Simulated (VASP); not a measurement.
# CoSi (wurtzite type) (P6_3mc) in VASP: relaxation of cell and atoms with PBEsol

Aim: the relaxation of cell and atoms of CoSi (wurtzite type) with PBEsol.

All numbers are computed with VASP 6.6.1; they aren't measurements. Logs are shortened: lines on timing, memory, paths and dates and some standing lists are left out, and cuts for length are marked.

## (1) The cell of the first run

Symmetry: P6_3mc, No. 186, hexagonal system. The conventional cell has a = 2.803 Å, b = 2.803 Å, c = 4.569 Å, α = 90.00°, β = 90.00°, γ = 120.00°. Within 2.3 Å of Co (site symmetry 3m) lie 4 Si at 1.71 to 1.72 Å. Within 2.3 Å of Si (site symmetry 3m) lie 4 Co at 1.71 to 1.72 Å.

## (2) Relaxation of cell and atoms, PBEsol, collinear spin, ferromagnetic start, target pressure 270 GPa, at which the enthalpy is minimised

INCAR reads:

```
SYSTEM = CoSi
PREC = Accurate
ENCUT = 600
EDIFF = 1E-6
ISMEAR = -1
SIGMA = 0.08
LREAL = .False.
LASPH = .True.
NELM = 150
ALGO = Normal
ISIF = 3
LWAVE = .False.
LCHARG = .False.
ISPIN = 2
MAGMOM = 1.7 1.7 0 0
LORBIT = 11
LMAXMIX = 4
GGA = PS
IBRION = 2
NSW = 60
EDIFFG = -0.005
PSTRESS = 2700.0
```

KPOINTS reads:

```
Automatic mesh
0
Gamma
  11 11 6
  0 0 0
```

POSCAR reads:

```
CoSi
1.0
    2.8030752286      0.0000000000      0.0000000000
   -1.4015376143      2.4275343567      0.0000000000
    0.0000000000      0.0000000000      4.5690126226
Co Si
2 2
Direct
    0.3333333333      0.6666666667      0.0000000000
    0.6666666667      0.3333333333      0.5000000000
    0.3333333333      0.6666666667      0.3760000000
    0.6666666667      0.3333333333      0.8760000000
```

Potentials or basis: VASP PAW PBE potentials, release 64 (Co, Si).

On the command line:

```console
$ cat potpaw_PBE.64/Co/POTCAR potpaw_PBE.64/Si/POTCAR > POTCAR
$ mpirun -np 1 vasp_std > vasp.out
```

OUTCAR:

```text
SYSTEM = CoSi
   PREC = Accurate
   ENCUT = 600
   EDIFF = 1E-6
   ISMEAR = -1
   LREAL = .False.
   LASPH = .True.
   NELM = 150
   ISIF = 3
   ISPIN = 2
   LORBIT = 11
   GGA = PS
   IBRION = 2
   NSW = 60
   EDIFFG = -0.005
   PSTRESS = 2700.0

 ion  position               nearest neighbor table
   1  0.333  0.667  0.000-   4 1.71   4 1.71   4 1.71   3 1.72   2 2.80   2 2.80   2 2.80   2 2.80
                             2 2.80   2 2.80   3 2.85
   2  0.667  0.333  0.500-   3 1.71   3 1.71   3 1.71   4 1.72   1 2.80   1 2.80   1 2.80   1 2.80
                             1 2.80   1 2.80   4 2.85
   3  0.333  0.667  0.376-   2 1.71   2 1.71   2 1.71   1 1.72   4 2.80   4 2.80   4 2.80   4 2.80
                             4 2.80   4 2.80   1 2.85
   4  0.667  0.333  0.876-   1 1.71   1 1.71   1 1.71   2 1.72   3 2.80   3 2.80   3 2.80   3 2.80
                             3 2.80   3 2.80   2 2.85

  LATTYP: Found a hexagonal cell.
 ALAT       =     2.8030752286
 C/A-ratio  =     1.6300000000

  Lattice vectors:

 A1 = (   2.8030752286,   0.0000000000,   0.0000000000)
 A2 = (  -1.4015376143,   2.4275343567,   0.0000000000)
 A3 = (   0.0000000000,   0.0000000000,   4.5690126226)

Analysis of symmetry for initial positions (statically):
=====================================================================
 Subroutine PRICEL returns:
 Original cell was already a primitive cell.

 Routine SETGRP: Setting up the symmetry group for a
 hexagonal supercell.

 Subroutine GETGRP returns: Found 12 space group operations
 (whereof  6 operations were pure point group operations)
 out of a pool of 24 trial point group operations.

The static configuration has the point symmetry C_3v.
 The point group associated with its full space group is C_6v.

Analysis of symmetry for dynamics (positions and initial velocities):
=====================================================================
 Subroutine PRICEL returns:
 Original cell was already a primitive cell.

 Routine SETGRP: Setting up the symmetry group for a
 hexagonal supercell.

 Subroutine GETGRP returns: Found 12 space group operations
 (whereof  6 operations were pure point group operations)
 out of a pool of 24 trial point group operations.

The dynamic configuration has the point symmetry C_3v.
 The point group associated with its full space group is C_6v.

Analysis of structural, dynamic, and magnetic symmetry:
=====================================================================
 Subroutine PRICEL returns:
 Original cell was already a primitive cell.

 Routine SETGRP: Setting up the symmetry group for a
 hexagonal supercell.

 Subroutine GETGRP returns: Found 12 space group operations
 (whereof  6 operations were pure point group operations)
 out of a pool of 24 trial point group operations.

The overall configuration has the point symmetry C_3v.
 The point group associated with its full space group is C_6v.

 Subroutine INISYM returns: Found 12 space group operations
 (whereof  6 operations are pure point group operations),
 and found     1 'primitive' translations

----------------------------------------------------------------------------------------

                                     Primitive cell

  volume of cell :      31.0901

  direct lattice vectors                    reciprocal lattice vectors
     2.803075229  0.000000000  0.000000000     0.356751039  0.205970308  0.000000000
    -1.401537614  2.427534357  0.000000000     0.000000000  0.411940617  0.000000000
     0.000000000  0.000000000  4.569012623     0.000000000  0.000000000  0.218865668

  length of vectors
     2.803075229  2.803075229  4.569012623     0.411940617  0.411940617  0.218865668

  position of ions in fractional coordinates (direct lattice)
     0.333333333  0.666666667  0.000000000
     0.666666667  0.333333333  0.500000000
     0.333333333  0.666666667  0.376000000
     0.666666667  0.333333333  0.876000000

  ion indices of the primitive-cell ions
   primitive index   ion index
                 1           1
                 2           2
                 3           3
                 4           4

----------------------------------------------------------------------------------------

 KPOINTS: Automatic mesh

Automatic generation of k-mesh.
 Grid dimensions read from file:
 generate k-points for:   11   11    6

 Generating k-lattice:

  Cartesian coordinates                     Fractional coordinates (reciprocal lattice)
     0.032431913  0.018724573  0.000000000     0.090909091 -0.000000000  0.000000000
     0.000000000  0.037449147  0.000000000     0.000000000  0.090909091  0.000000000
     0.000000000  0.000000000  0.036477611     0.000000000  0.000000000  0.166666667

  Length of vectors
     0.037449147  0.037449147  0.036477611

  Shift w.r.t. Gamma in fractional coordinates (k-lattice)
     0.000000000  0.000000000  0.000000000

 Subroutine IBZKPT returns following result:
 ===========================================

 Found     64 irreducible k-points:

 Following reciprocal coordinates:
            Coordinates               Weight
  0.000000  0.000000  0.000000      1.000000
  0.090909 -0.000000  0.000000      6.000000
  0.181818 -0.000000  0.000000      6.000000
  0.272727  0.000000  0.000000      6.000000
  0.363636  0.000000  0.000000      6.000000
  0.454545  0.000000  0.000000      6.000000
[... 16 lines left out ...]
  0.090909  0.090909  0.166667     12.000000
  0.181818  0.090909  0.166667     24.000000
 [... further k-points ...]
   k-points           NKPTS =     64   k-points in BZ     NKDIM =     64   number of bands    NBANDS=     19
   number of dos      NEDOS =    301   number of ions     NIONS =      4
   total plane-waves  NPLWV =  23040
   dimension x,y,z NGX =    24 NGY =   24 NGZ =   40
   dimension x,y,z NGXF=    48 NGYF=   48 NGZF=   80
   ions per type =               2   2
   NGX,Y,Z   is equivalent  to a cutoff of  14.23, 14.23, 14.55 a.u.
   NGXF,Y,Z  is equivalent  to a cutoff of  28.47, 28.47, 29.11 a.u.
 SYSTEM =  CoSi
   PREC   = accura    normal or accurate (medium, high low for compatibility)
   ISTART =      0    job   : 0-new  1-cont  2-samecut
   ICHARG =      2    charge: 1-file 2-atom 10-const
   ISPIN  =      2    spin polarized calculation?
   LNONCOLLINEAR =      F non collinear calculations
   LSORBIT =      F    spin-orbit coupling
   LASPH  =      T    aspherical Exc in radial PAW
   ENCUT  =  600.0 eV  44.10 Ry    6.64 a.u.   5.60  5.60  9.13*2*pi/ulx,y,z
   NELM   =    150;   NELMIN=  2; NELMDL= -5     # of ELM steps
   EDIFF  = 0.1E-05   stopping-criterion for ELM
   LREAL  =      F    real-space projection
   EDIFFG = -.5E-02   stopping-criterion for IOM
   NSW    =     60    number of steps for IOM
   IBRION =      2    ionic relax: 0-MD 1-quasi-New 2-CG
   NFREE  =      1    steps in history (QN), initial steepest desc. (CG)
   ISIF   =      3    stress and relaxation
   ISYM   =      2    0-nonsym 1-usesym 2-fastsym
   POTIM  = 0.5000    time-step for ionic-motion
   TEBEG  =    0.0;   TEEND  =   0.0 temperature during run
   PSTRESS= 2700.0 pullay stress
   NELECT =      26.0000    total number of electrons
   NUPDOWN=      -1.0000    fix difference up-down
   EMIN   =  10.00;   EMAX   =-10.00  energy-range for DOS
   EFERMI =   0.00;   METHOD = LEGACY
   ISMEAR =    -1;   SIGMA  =   0.08  broadening in eV -4-tet -1-fermi 0-gaus
   EFERMI_NEDOS =   21; number of points for ismear=-14 and -15
   IALGO  =     38    algorithm
   IMIX   =      4    mixing-type and parameters
     AMIX     =   0.40;   BMIX     =  1.00
     AMIX_MAG =   1.60;   BMIX_MAG =  1.00
  volume/ion in A,a.u.               =       7.77        52.45
  Fermi-wavevector in a.u.,A,eV,Ry     =   1.542381  2.914678 32.367449  2.378940
  Thomas-Fermi vector in A             =   2.648194
   LORBIT       =     11    0 simple, 1 ext, 2 COOP (PROOUT), +10 PAW based schemes
   GGA     = PS    functional components
   LHFCALC =     F    Hartree Fock is set to
   AEXX    =    0.0000 exact exchange contribution
   IVDW    =     0    specifies the selected vdW correction
   LEPSILON=     F    determine dielectric tensor
   LRPA    =     F    only Hartree local field effects (RPA)
 conjugate gradient relaxation of ions
 spin polarized calculation
  energy-cutoff  :      600.00
  volume of cell :       31.09
 maximum number of plane-waves:      1053
 NGX is ok and might be reduce to    24
   NGX = 11   NGY = 11   NGZ = 19

--------------------------------------- Ionic step        1  -------------------------------------------

 number of electron      25.9999997 magnetization      -0.0005838

 number of electron      25.9999997 magnetization       0.0001319

 Free energy of the ion-electron system (eV)
  ---------------------------------------------------
  ext. energy  EPLUGINS =         0.00000000
  ---------------------------------------------------
  free energy    TOTEN  =        -5.08543051 eV

  energy without entropy =       -5.06730317  energy(sigma->0) =       -5.07636684

------------------------ aborting loop because EDIFF is reached ----------------------------------------

  FORCE on cell =-STRESS in cart. coord.  units (eV):
  Direction    XX          YY          ZZ          XY          YZ          ZX
  --------------------------------------------------------------------------------------
  -------------------------------------------------------------------------------------
  Total       70.4812993     70.4812993     69.8633437      0.0000000      0.0000000      0.0000000
  in kB     3632.1350462   3632.1350463   3600.2897456      0.0000000      0.0000000      0.0000000
  external PRESSURE =     921.5199460 kB  Pullay stress =    2700.0000000 kB
[... 27 lines left out ...]
--------------------------------------- Ionic step        2  -------------------------------------------

 number of electron      25.9999998 magnetization      -0.0000001

 number of electron      25.9999998 magnetization       0.0000002

 E-fermi :   7.7969     XC(G=0): -11.4425

 val. band max:        7.7933305741   @ k =   0.3636   0.2727   0.3333
 cond. band min:       7.8003861992   @ k =   0.2727   0.2727   0.0000
 fundamental gap:      0.0070556251
 Fermi energy:         7.7968565724

 spin component 1

 k-point     1 :       0.0000    0.0000    0.0000
  band No.  band energies     occupation
      1      -3.0823      1.00000
      2       0.0099      1.00000
      3       2.9317      1.00000
      4       5.0834      1.00000
      5       5.0834      1.00000
      6       5.1437      1.00000
[... 1124 lines left out ...]
  FREE ENERGIE OF THE ION-ELECTRON SYSTEM (eV)
  ---------------------------------------------------
  free  energy   TOTEN  =       -11.9667100413 eV

  energy  without entropy=      -11.9483264469  energy(sigma->0) =      -11.95751824

  enthalpy is  TOTEN    =        46.6164074034 eV   P V=       58.5831174448

[... ionic steps 4 to 35 ...]

--------------------------------------- Ionic step       36  -------------------------------------------

 number of electron      26.0000007 magnetization       0.0000000

------------------------ aborting loop because EDIFF is reached ----------------------------------------

  FORCE on cell =-STRESS in cart. coord.  units (eV):
  Direction    XX          YY          ZZ          XY          YZ          ZX
  --------------------------------------------------------------------------------------
  -------------------------------------------------------------------------------------
  Total       54.8139806     54.8139806     54.7937031      0.0000000      0.0000000     -0.0000000
  in kB     2702.7028076   2702.7028093   2701.7029913      0.0000000      0.0000000     -0.0000000
  external PRESSURE =       2.3695361 kB  Pullay stress =    2700.0000000 kB
[... 65 lines left out ...]
  enthalpy is  TOTEN    =        40.9074366317 eV   P V=       54.7603396716

--------------------------------------- Ionic step       38  -------------------------------------------

 number of electron      26.0000007 magnetization       0.0000000

 Free energy of the ion-electron system (eV)
  ---------------------------------------------------
  ext. energy  EPLUGINS =         0.00000000
  ---------------------------------------------------
  free energy    TOTEN  =       -13.85244286 eV

  energy without entropy =      -13.81192651  energy(sigma->0) =      -13.83218468

 E-fermi :  17.1388     XC(G=0): -14.2203

 val. band max:       17.1323608488   @ k =   0.4545   0.0000   0.1667
 cond. band min:      17.1447749361   @ k =   0.2727   0.0909   0.1667
 fundamental gap:      0.0124140872
 Fermi energy:        17.1388005125

 spin component 1

 k-point     1 :       0.0000    0.0000    0.0000
  band No.  band energies     occupation
      1       1.2342      1.00000
      2       7.7737      1.00000
      3      10.4939      1.00000
      4      11.3838      1.00000
      5      11.3838      1.00000
      6      11.4464      1.00000
[... 1082 lines left out ...]
  FREE ENERGIE OF THE ION-ELECTRON SYSTEM (eV)
  ---------------------------------------------------
  free  energy   TOTEN  =       -13.8524428560 eV

  energy  without entropy=      -13.8119265068  energy(sigma->0) =      -13.83218468

  enthalpy is  TOTEN    =        40.9074367023 eV   P V=       54.7598795583

 reached required accuracy - stopping structural energy minimisation

 total charge

# of ion       s       p       d       tot
------------------------------------------
    1        0.813   1.051   8.513  10.376
    2        0.813   1.051   8.513  10.376
    3        0.916   1.314   0.000   2.230
    4        0.916   1.314   0.000   2.230
--------------------------------------------------
tot          3.458   4.729  17.025  25.213

 magnetization (x)

# of ion       s       p       d       tot
------------------------------------------
    1        0.000  -0.000  -0.000  -0.000
    2        0.000  -0.000  -0.000  -0.000
    3        0.000   0.000   0.000   0.000
    4        0.000   0.000   0.000   0.000
--------------------------------------------------
tot          0.000   0.000  -0.000  -0.000
```

Wall time 16 min (1 thread of Intel Xeon Platinum 8488C (Sapphire Rapids), shared host); peak memory 0.24 GiB.

Results:

```yaml
Free_energy: -13.8524 eV
Relaxed_volume: 8.12 Å³/atom
Relaxed_cell: a = 3.156 Å, b = 3.156 Å, c = 3.767 Å, α = 90.00°, β = 90.00°, γ = 120.00°
Space_group_after_relaxing_to_0.1_Å: P6_3/mmc (No. 194)
Energy_change_on_relaxing_the_run_minimises_the_enthalpy: -2191.8 meV/atom
Ionic_steps: 38
Pressure_after_relaxing: 270.1 GPa
Band_gap_on_the_k_mesh: zero (filled and empty bands overlap)
Net_moment: 0.00 μB per cell
Valence_electrons_inside_the_program's_atomic_spheres: Co 10.38; Si 2.23
```

The path:
```
step  energy change (eV)  largest force (eV/Å)  pressure (GPa)  volume (Å³)
   1              0.0000                0.3684          362.15        31.09
   2            -19.7916                0.3824           20.69        55.86
   3             -6.8813                0.1235          245.88        34.76
   4             -5.5126                0.0824          268.60        33.91
   5             -5.4150                0.0794          270.50        33.85
   6             -5.5308                2.7320          268.24        33.94
   7             -5.4767                0.8145          269.40        33.88
   8             -5.5110                1.2319          269.07        33.89
   9             -5.6487                2.6123          267.88        33.90
  10             -6.0657                5.4374          265.15        33.85
  11             -6.8778               10.6957          264.68        33.51
  12             -1.0637               11.3995          346.44        31.73
  13             -6.0727               14.8671          276.50        33.21
  14             -4.0383               16.1927          309.41        32.36
  15             -5.4559               16.4341          287.92        32.86
  16             -5.1040               16.6248          293.87        32.71
  17             -5.2350               16.5872          291.66        32.76
  18             -5.6658               15.5973          288.50        32.79
  19             -6.8169               12.7802          279.46        32.88
  20             -8.5368                7.8996          263.66        33.05
  21            -10.1536                1.0517          243.71        33.38
  22            -10.1970                0.7037          242.85        33.40
  23            -10.2178                0.5187          242.36        33.41
  24             -9.8966                0.4128          248.45        33.20
  25             -8.8877                0.0703          267.46        32.57
  26             -8.7244                0.0131          270.70        32.47
  27             -8.7558                0.0243          270.03        32.49
  28             -8.7639                0.0209          269.90        32.49
  29             -8.7873                0.0112          269.70        32.51
  30             -8.7911                0.0095          269.58        32.51
  31             -8.7905                0.0099          269.70        32.51
  32             -8.7799                0.0057          269.74        32.50
  33             -8.7481                0.0061          270.34        32.48
  34             -8.7657                0.0008          270.08        32.49
  35             -8.7686                0.0020          269.71        32.50
  36             -8.7663                0.0005          270.24        32.49
  37             -8.7675                0.0018          269.91        32.49
  38             -8.7670                0.0011          270.06        32.49
```

Final structure:
```xyz
4
Lattice="3.1561 0.0000 0.0000 -1.5780 2.7332 0.0000 0.0000 0.0000 3.7669" Properties=species:S:1:pos:R:3 pbc="T T T"
Co    0.0000    1.8222    3.5333
Co    1.5780    0.9111    1.6499
Si    0.0000    1.8222    1.6499
Si    1.5780    0.9111    3.5333
```

Levels at points of the mesh, in eV from the Fermi level:
Spin up:
```csv
k point,band 10,band 11,band 12,band 13,band 14,band 15,band 16,band 17
"(0.00, 0.00, 0.00)",-4.50,-2.43,-2.43,1.49,4.06,4.06,7.16,7.16
"(0.00, 0.00, 0.50)",-2.71,-2.71,-2.71,5.48,5.48,5.48,5.48,8.48
```
Spin down:
```tsv
k point	band 10	band 11	band 12	band 13	band 14	band 15	band 16	band 17
(0.00, 0.00, 0.00)	-4.50	-2.43	-2.43	1.49	4.06	4.06	7.16	7.16
(0.00, 0.00, 0.50)	-2.71	-2.71	-2.71	5.48	5.48	5.48	5.48	8.48
```

Caveat: the cell is relaxed towards a set pressure, so the run minimises the enthalpy, not the energy; the moments typed at the start vanished in this run; a cell axis changed by over 15 % at a fixed basis, so the end point is rough; the PAW data sets were made with another functional, which shifts forces and pressure a little.
